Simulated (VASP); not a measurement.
# SnO2 (C2) in VASP: a series of runs

SnO2 is run at these levels: LDA; tasks: single point.

All numbers are computed with VASP 6.6.1; they aren't measurements. Logs are shortened: lines on timing, memory, paths and dates and some standing lists are left out, and cuts for length are marked.

### 1 The cell of the first run

Symmetry: C2, No. 5, monoclinic system. Conventional cell: a = 5.602 Å, b = 3.234 Å, c = 5.151 Å, α = 90.00°, β = 111.25°, γ = 90.00°. Within 2.6 Å of Sn (site symmetry 2) lie 6 O at 1.98 to 2.28 Å. O (site symmetry 1) has 3 Sn at 1.98 to 2.28 Å within 2.6 Å.

### 2 Single point, LDA (all Sn atoms moved -0.200 Å, as atom 1 along Cartesian [1 0 0])

Contents of INCAR:

```
ALGO     = Normal         # electronic algorithm
EDIFF    = 1E-7           # SCF threshold, eV
ENCUT    = 520            # plane-wave cutoff, eV
GGA      = CA             # functional
ISIF     = 2              # what is computed and relaxed
ISMEAR   = 0              # smearing method
LASPH    = T              # aspherical terms in the spheres
LCHARG   = F              # write CHGCAR
LREAL    = F              # projectors in reciprocal space
LWAVE    = F              # write WAVECAR
NBANDS   = 20             # bands
NELM     = 60             # most SCF steps
PREC     = Accurate       # precision mode
SIGMA    = 0.05           # smearing width, eV
```

Contents of KPOINTS:

```
k-points
0
Gamma
  12 12 12
```

Contents of POSCAR:

```
SnO2
1.0
    1.6170930752      0.9336291223      4.8005925840
   -1.6170930752      0.9336291223      4.8005925840
    0.0000000000     -1.8672582446      4.8005925840
Sn O
1 2
Direct
    0.4381606405      0.5618393595      0.5000000000
    0.2371700000      0.2371700000      0.2371700000
    0.7628300000      0.7628300000      0.7628300000
```

Potentials or basis: VASP PAW LDA potentials, release 64 (Sn_d, O).

Launch:

```
> cat potpaw_LDA.64/Sn_d/POTCAR potpaw_LDA.64/O/POTCAR > POTCAR
> mpirun -np 1 vasp_std > vasp.out
```

OUTCAR:

```text
EDIFF = 1E-7
   ENCUT = 520
   GGA = CA
   ISIF = 2
   ISMEAR = 0
   LASPH = T
   LREAL = F
   NELM = 60
   PREC = Accurate

 ion  position               nearest neighbor table
   1  0.438  0.562  0.500-   2 1.98   3 1.98   3 2.13   2 2.13   3 2.28   2 2.28
   2  0.237  0.237  0.237-   1 1.98   1 2.13   1 2.28
   3  0.763  0.763  0.763-   1 1.98   1 2.13   1 2.28

  LATTYP: Found a trigonal (rhomboedric) cell.
 ALAT       =     5.1509554948
 COS(alpha) =     0.8028828391

  Lattice vectors:

 A1 = (   1.6170930752,   0.9336291223,   4.8005925840)
 A2 = (  -1.6170930752,   0.9336291223,   4.8005925840)
 A3 = (   0.0000000000,  -1.8672582446,   4.8005925840)

Analysis of symmetry for initial positions (statically):
=====================================================================
 Subroutine PRICEL returns:
 Original cell was already a primitive cell.

 Routine SETGRP: Setting up the symmetry group for a
 trigonal (rhombohedral) supercell.

 Subroutine GETGRP returns: Found  2 space group operations
 (whereof  2 operations were pure point group operations)
 out of a pool of 12 trial point group operations.

The static configuration has the point symmetry C_2 .

Analysis of symmetry for dynamics (positions and initial velocities):
=====================================================================
 Subroutine PRICEL returns:
 Original cell was already a primitive cell.

 Routine SETGRP: Setting up the symmetry group for a
 trigonal (rhombohedral) supercell.

 Subroutine GETGRP returns: Found  2 space group operations
 (whereof  2 operations were pure point group operations)
 out of a pool of 12 trial point group operations.

The dynamic configuration has the point symmetry C_2 .

 Subroutine INISYM returns: Found  2 space group operations
 (whereof  2 operations are pure point group operations),
 and found     1 'primitive' translations

----------------------------------------------------------------------------------------

                                     Primitive cell

  volume of cell :      43.4866

  direct lattice vectors                    reciprocal lattice vectors
     1.617093075  0.933629122  4.800592584     0.309196797  0.178514854  0.069435872
    -1.617093075  0.933629122  4.800592584    -0.309196797  0.178514854  0.069435872
     0.000000000 -1.867258245  4.800592584     0.000000000 -0.357029708  0.069435872

  length of vectors
     5.150955495  5.150955495  5.150955495     0.363719058  0.363719058  0.363719058

  position of ions in fractional coordinates (direct lattice)
     0.438160641  0.561839359  0.500000000
     0.237170000  0.237170000  0.237170000
     0.762830000  0.762830000  0.762830000

  ion indices of the primitive-cell ions
   primitive index   ion index
                 1           1
                 2           2
                 3           3

----------------------------------------------------------------------------------------

 KPOINTS: k-points

Automatic generation of k-mesh.
 Grid dimensions read from file:
 generate k-points for:   12   12   12

 Generating k-lattice:

  Cartesian coordinates                     Fractional coordinates (reciprocal lattice)
     0.025766400  0.014876238  0.005786323     0.083333333  0.000000000 -0.000000000
    -0.025766400  0.014876238  0.005786323     0.000000000  0.083333333 -0.000000000
     0.000000000 -0.029752476  0.005786323    -0.000000000 -0.000000000  0.083333333

  Length of vectors
     0.030309921  0.030309921  0.030309921

  Shift w.r.t. Gamma in fractional coordinates (k-lattice)
     0.000000000  0.000000000  0.000000000

 Subroutine IBZKPT returns following result:
 ===========================================

 Found    476 irreducible k-points:

 Following reciprocal coordinates:
            Coordinates               Weight
  0.000000  0.000000  0.000000      1.000000
  0.083333 -0.000000  0.000000      4.000000
  0.000000  0.000000  0.083333      2.000000
  0.166667  0.000000  0.000000      4.000000
  0.000000  0.000000  0.166667      2.000000
  0.250000  0.000000  0.000000      4.000000
[... 16 lines left out ...]
 -0.333333  0.000000 -0.083333      4.000000
  0.083333  0.000000  0.333333      4.000000
 [... further k-points ...]
   k-points           NKPTS =    476   k-points in BZ     NKDIM =    476   number of bands    NBANDS=     20
   number of dos      NEDOS =    301   number of ions     NIONS =      3
   total plane-waves  NPLWV =  64000
   dimension x,y,z NGX =    40 NGY =   40 NGZ =   40
   dimension x,y,z NGXF=    80 NGYF=   80 NGZF=   80
   ions per type =               1   2
   NGX,Y,Z   is equivalent  to a cutoff of  12.91, 12.91, 12.91 a.u.
   NGXF,Y,Z  is equivalent  to a cutoff of  25.82, 25.82, 25.82 a.u.
 SYSTEM =  unknown system
   PREC   = accura    normal or accurate (medium, high low for compatibility)
   ISTART =      0    job   : 0-new  1-cont  2-samecut
   ICHARG =      2    charge: 1-file 2-atom 10-const
   ISPIN  =      1    spin polarized calculation?
   LNONCOLLINEAR =      F non collinear calculations
   LSORBIT =      F    spin-orbit coupling
   LASPH  =      T    aspherical Exc in radial PAW
   ENCUT  =  520.0 eV  38.22 Ry    6.18 a.u.   9.58  9.58  9.58*2*pi/ulx,y,z
   NELM   =     60;   NELMIN=  2; NELMDL= -5     # of ELM steps
   EDIFF  = 0.1E-06   stopping-criterion for ELM
   LREAL  =      F    real-space projection
   EDIFFG = 0.1E-05   stopping-criterion for IOM
   NSW    =      0    number of steps for IOM
   IBRION =     -1    ionic relax: 0-MD 1-quasi-New 2-CG
   NFREE  =      0    steps in history (QN), initial steepest desc. (CG)
   ISIF   =      2    stress and relaxation
   ISYM   =      2    0-nonsym 1-usesym 2-fastsym
   POTIM  = 0.5000    time-step for ionic-motion
   TEBEG  =    0.0;   TEEND  =   0.0 temperature during run
   PSTRESS=    0.0 pullay stress
   NELECT =      26.0000    total number of electrons
   NUPDOWN=      -1.0000    fix difference up-down
   EMIN   =  10.00;   EMAX   =-10.00  energy-range for DOS
   EFERMI =   0.00;   METHOD = LEGACY
   ISMEAR =     0;   SIGMA  =   0.05  broadening in eV -4-tet -1-fermi 0-gaus
   EFERMI_NEDOS =   21; number of points for ismear=-14 and -15
   IALGO  =     38    algorithm
   IMIX   =      4    mixing-type and parameters
     AMIX     =   0.40;   BMIX     =  1.00
     AMIX_MAG =   1.60;   BMIX_MAG =  1.00
  volume/ion in A,a.u.               =      14.50        97.82
  Fermi-wavevector in a.u.,A,eV,Ry     =   1.379158  2.606231 25.879336  1.902078
  Thomas-Fermi vector in A             =   2.504154
   LORBIT       =      0    0 simple, 1 ext, 2 COOP (PROOUT), +10 PAW based schemes
   GGA     = CA    functional components
   LHFCALC =     F    Hartree Fock is set to
   AEXX    =    0.0000 exact exchange contribution
   IVDW    =     0    specifies the selected vdW correction
   LEPSILON=     F    determine dielectric tensor
   LRPA    =     F    only Hartree local field effects (RPA)
 non-spin polarized calculation
 Gauss-broadening in eV      SIGMA  =   0.05
  energy-cutoff  :      520.00
  volume of cell :       43.49
 maximum number of plane-waves:      1188
 NGX is ok and might be reduce to    40
   NGX = 19   NGY = 19   NGZ = 19

 number of electron      26.0000004 magnetization

 Free energy of the ion-electron system (eV)
  ---------------------------------------------------
  ext. energy  EPLUGINS =         0.00000000
  ---------------------------------------------------
  free energy    TOTEN  =       -20.17808894 eV

  energy without entropy =      -20.17808894  energy(sigma->0) =      -20.17808894

 E-fermi :   3.2564     XC(G=0): -10.5518

 val. band max:        2.9547169376   @ k =  -0.1667   0.1667   0.0000
 cond. band min:       4.7004022387   @ k =   0.0000   0.0000   0.0000
 fundamental gap:      1.7456853011
 Fermi energy:         3.2564298582

 k-point     1 :       0.0000    0.0000    0.0000
  band No.  band energies     occupation
      1     -16.9088      2.00000
      2     -16.9066      2.00000
      3     -16.7304      2.00000
      4     -16.5481      2.00000
      5     -16.5293      2.00000
      6     -14.8217      2.00000
[... 12 lines left out ...]
     19      19.2624      0.00000
     20      19.8740      0.00000

 k-point     2 :       0.0833   -0.0000    0.0000
  band No.  band energies     occupation
      1     -16.9526      2.00000
      2     -16.8817      2.00000
      3     -16.7207      2.00000
      4     -16.5569      2.00000
      5     -16.5307      2.00000
      6     -14.7671      2.00000
[... 12 lines left out ...]
     19      18.2005      0.00000
     20      19.8505      0.00000

 k-point     3 :       0.0000    0.0000    0.0833
  band No.  band energies     occupation
      1     -16.9316      2.00000
      2     -16.8937      2.00000
      3     -16.7301      2.00000
      4     -16.5502      2.00000
      5     -16.5390      2.00000
      6     -14.7620      2.00000
[... 12 lines left out ...]
     19      18.2817      0.00000
     20      19.6915      0.00000

 k-point     4 :       0.1667    0.0000    0.0000
  band No.  band energies     occupation
      1     -17.0824      2.00000
      2     -16.8176      2.00000
      3     -16.6871      2.00000
      4     -16.5777      2.00000
      5     -16.5253      2.00000
      6     -14.5989      2.00000
[... 12 lines left out ...]
     19      16.9624      0.00000
     20      19.9939      0.00000

 k-point     5 :       0.0000    0.0000    0.1667
  band No.  band energies     occupation
      1     -17.0339      2.00000
      2     -16.8661      2.00000
      3     -16.6888      2.00000
      4     -16.5736      2.00000
      5     -16.5357      2.00000
      6     -14.5777      2.00000
[... 12 lines left out ...]
     19      17.0840      0.00000
     20      19.8253      0.00000
[... 353 lines left out ...]
      6     -14.3848      2.00000
[... 12 lines left out ...]
     19      16.6092      0.00000
     20      19.2481      0.00000

 k-point    22 :       0.3333    0.0833    0.0000
  band No.  band energies     occupation
      1     -17.3193      2.00000
      2     -16.7875      2.00000
      3     -16.6431      2.00000
      4     -16.5686      2.00000
      5     -16.4765      2.00000
      6     -14.0618      2.00000
[... 12 lines left out ...]
     19      16.0362      0.00000
     20      18.3585      0.00000

 k-point    23 :      -0.3333    0.0000   -0.0833
  band No.  band energies     occupation
      1     -17.3350      2.00000
      2     -16.7666      2.00000
      3     -16.6389      2.00000
      4     -16.5767      2.00000
      5     -16.4722      2.00000
      6     -14.0854      2.00000
[... 12 lines left out ...]
     19      16.0260      0.00000
     20      18.3050      0.00000

 k-point    24 :       0.0833    0.0000    0.3333
  band No.  band energies     occupation
      1     -17.2685      2.00000
      2     -16.8545      2.00000
      3     -16.6298      2.00000
      4     -16.5727      2.00000
      5     -16.4843      2.00000
      6     -14.0151      2.00000
[... 12 lines left out ...]
     19      16.3147      0.00000
     20      18.3068      0.00000

 [... further k-points ...]

------------------------ aborting loop because EDIFF is reached ----------------------------------------

  FORCE on cell =-STRESS in cart. coord.  units (eV):
  Direction    XX          YY          ZZ          XY          YZ          ZX
  --------------------------------------------------------------------------------------
  -------------------------------------------------------------------------------------
  Total       -0.8179087     -1.8236551     -0.9973859      0.0000000      1.0545740      0.0000000
  in kB      -30.1342163    -67.1889377    -36.7466979      0.0000000     38.8536784      0.0000000
  external PRESSURE =     -44.6899506 kB  Pullay stress =       0.0000000 kB

 VOLUME and BASIS-vectors are now :
 -----------------------------------------------------------------------------
  energy-cutoff  :      520.00
  volume of cell :       43.49
      direct lattice vectors                 reciprocal lattice vectors
     1.617093075  0.933629122  4.800592584     0.309196797  0.178514854  0.069435872
    -1.617093075  0.933629122  4.800592584    -0.309196797  0.178514854  0.069435872
     0.000000000 -1.867258245  4.800592584     0.000000000 -0.357029708  0.069435872

 POSITION                                       TOTAL-FORCE (eV/Angst)
 -----------------------------------------------------------------------------------
     -0.20000      0.00000      7.20089         2.712596      0.000000     -0.000000
      0.00000      0.00000      3.41567        -1.356298      0.521208     -0.160643
      0.00000      0.00000     10.98611        -1.356298     -0.521208      0.160643
 -----------------------------------------------------------------------------------
    total drift:                               -0.000015     -0.000000     -0.000000

  FREE ENERGIE OF THE ION-ELECTRON SYSTEM (eV)
  ---------------------------------------------------
  free  energy   TOTEN  =       -20.1780889433 eV

  energy  without entropy=      -20.1780889433  energy(sigma->0) =      -20.17808894
```

Run time: 16 min. Hardware: 1 thread of Intel Xeon 8259CL, shared host; peak memory 0.49 GiB.

Results:

| Quantity | Value |
| --- | --- |
| Free energy | -20.1781 eV |
| Pressure | -4.5 GPa |
| Largest force | 2.713 eV/Å |
| Band gap on the k mesh | 1.75 eV (least direct gap 1.84 eV) |

Forces in eV/Å, atoms in the order of the input:
```
Sn   2.713  0.000  0.000
O   -1.356  0.521 -0.161
O   -1.356 -0.521  0.161
```

Levels at points of the mesh, in eV from the valence-band top:
```
           k point  band 9  band 10  band 11  band 12  band 13  band 14  band 15  band 16  band 17  band 18
(0.00, 0.00, 0.00)   -1.42    -1.39    -0.81    -0.78    -0.09     1.75     5.60    10.68    10.90    11.74
(0.50, 0.00, 0.00)   -4.10    -2.94    -1.47    -0.61    -0.58     5.07     7.59     9.87    11.85    12.69
(0.00, 0.00, 0.50)   -4.20    -2.80    -1.50    -0.61    -0.60     4.98     7.71     9.84    11.65    12.90
(0.50, 0.50, 0.00)   -4.42    -2.88    -1.19    -0.45    -0.08     4.72     6.88    10.52    10.89    11.95
(0.50, 0.00, 0.50)   -4.34    -3.03    -1.13    -0.46    -0.04     4.79     6.79    10.48    11.01    12.09
(0.50, 0.50, 0.50)   -1.46    -1.42    -1.30    -0.77    -0.76     2.99     5.54    11.07    11.28    11.82
```

Caveat: the cell differs from its parent crystal (all Sn atoms moved -0.200 Å, as atom 1 along Cartesian [1 0 0]); the cell stands under tension; spin-orbit coupling is left out, which moves the levels of the heavy elements; forces of over 1 eV/Å act on the atoms, so gaps and moduli don't describe the material at rest.

### 3 Single point, LDA (all Sn atoms moved +0.150 Å, as atom 1 along Cartesian [1 0 0])

Contents of INCAR:

```
  ALGO = Normal
  EDIFF = 1E-6
  ENCUT = 520
  ISIF = 2
  ISMEAR = 0
  LASPH = True
  LCHARG = True
  LELF = True
  LREAL = False
  LVHAR = True
  LWAVE = False
  NBANDS = 20
  NELM = 80
  PREC = Accurate
  SIGMA = 0.05
```

KPOINTS is that of step 2.

POSCAR, as its differences from that of step 2:

```diff
@@ -8,3 +8,3 @@
 Direct
-    0.4381606405      0.5618393595      0.5000000000
+    0.5463795196      0.4536204804      0.5000000000
     0.2371700000      0.2371700000      0.2371700000
```

Potentials or basis: VASP PAW LDA potentials, release 64 (Sn_d, O).

Launch:

```
> cat potpaw_LDA.64/Sn_d/POTCAR potpaw_LDA.64/O/POTCAR > POTCAR
> mpirun -np 1 vasp_std > vasp.out
```

Run time: 12 min. Hardware: 1 thread of Intel Xeon 8259CL, shared host; peak memory 0.49 GiB.

It converged, with:

```yaml
Free_energy: -20.2945 eV
Pressure: -6.2 GPa
Largest_force: 1.956 eV/Å
Band_gap_on_the_k_mesh: 1.76 eV (least direct gap 1.86 eV)
```

Forces on the atoms (eV/Å):
```
Sn  -1.956  0.000  0.000
O    0.978  0.290 -0.365
O    0.978 -0.290  0.365
```

Stress tensor (GPa, compression positive):
```
-5.65  0.00  0.00
 0.00 -7.82  2.16
 0.00  2.16 -5.26
```

Levels at points of the mesh, in eV from the valence-band top:
| k point | band 11 | band 12 | band 13 | band 14 | band 15 | band 16 |
| --- | --- | --- | --- | --- | --- | --- |
| (0.00, 0.00, 0.00) | -0.84 | -0.83 | -0.11 | 1.76 | 5.56 | 10.70 |
| (0.50, 0.00, 0.00) | -1.47 | -0.61 | -0.58 | 5.10 | 7.55 | 9.83 |
| (0.00, 0.00, 0.50) | -1.50 | -0.61 | -0.59 | 5.05 | 7.62 | 9.81 |
| (0.50, 0.50, 0.00) | -1.18 | -0.45 | -0.05 | 4.77 | 6.79 | 10.50 |
| (0.50, 0.00, 0.50) | -1.14 | -0.47 | -0.03 | 4.82 | 6.74 | 10.48 |
| (0.50, 0.50, 0.50) | -1.31 | -0.80 | -0.80 | 3.02 | 5.50 | 11.01 |

Caveat: the cell differs from its parent crystal (all Sn atoms moved +0.150 Å, as atom 1 along Cartesian [1 0 0]); the cell stands under tension; spin-orbit coupling is left out, which moves the levels of the heavy elements; forces of over 1 eV/Å act on the atoms, so gaps and moduli don't describe the material at rest.
